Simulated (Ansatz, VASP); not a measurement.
## One calculation of Ta, two programs

INCAR

```
PREC = Accurate ; ENCUT = 520
EDIFF = 1E-6 ; ISMEAR = 0
SIGMA = 0.15 ; LREAL = False
LASPH = True ; NELM = 80
ALGO = Normal ; ISIF = 2
LWAVE = False ; LCHARG = False
GGA = PS ; NBANDS = 12
```

KPOINTS

```
regular mesh
0
Gamma
  20 20 20
```

The input POSCAR:

```
Ta
1.0
   -1.6925620000      1.6925620000      1.6512800000
    1.6925620000     -1.6925620000      1.6512800000
    1.6925620000      1.6925620000     -1.6512800000
Ta
1
Direct
    0.0000000000      0.0000000000      0.0000000000
```

Input for Ansatz:

```yaml
crystal:
  lattice:
    - [-1.692562, 1.692562, 1.65128]
    - [1.692562, -1.692562, 1.65128]
    - [1.692562, 1.692562, -1.65128]
  atoms:
    - { symbol: Ta, position: [0.0, 0.0, 0.0] }
basis:
  ecutwfc: 420
kpoints:
  mp_grid: { grid: [20, 20, 20] }
hamiltonian:
  xc: pbesol
scf:
  occupations: { method: gaussian, width: 0.15 }
output:
  forces: true
  stress: true
  eigenvalues: true
  write_density: true
  write_potential: true
  elf: true
  volumetric_format: npy
```

Change from the starting cell: strain +0.025 along x and y, +0.000 along z, atoms carried along.

Alike in both runs: task single point; functional PBEsol; k mesh 20 × 20 × 20; occupations gaussian, width 0.15 eV; no spin polarisation.

|  | VASP | Ansatz |
| --- | --- | --- |
| version | VASP 6.6.1 | Ansatz 0.2.0 |
| potentials or method | VASP PAW PBE potentials, release 64 (Ta_pv), cutoff 520 eV | scalar-relativistic, plane waves, PAW |
| valence electrons in the cell | 11 | 13 |

```tsv
	VASP	Ansatz	Ansatz less VASP
gap on the k mesh at the Fermi level (eV)	none	none	-
pressure (GPa)	-12.4	-12.5	-0.08
traceless stress, the component that is largest in VASP (GPa)	1.62	1.62	+0.003
```

VASP's potentials were made for PBE, not for PBEsol. A gap of «none» marks a metal or a gap that the smearing closes. With one functional, cell and mesh, what is left measures potentials, basis and numerics. VASP's potentials hold 11 valence electrons a cell and Ansatz's 13, so a difference there can come from the potentials and not from the codes.

Spin-orbit coupling is off throughout.
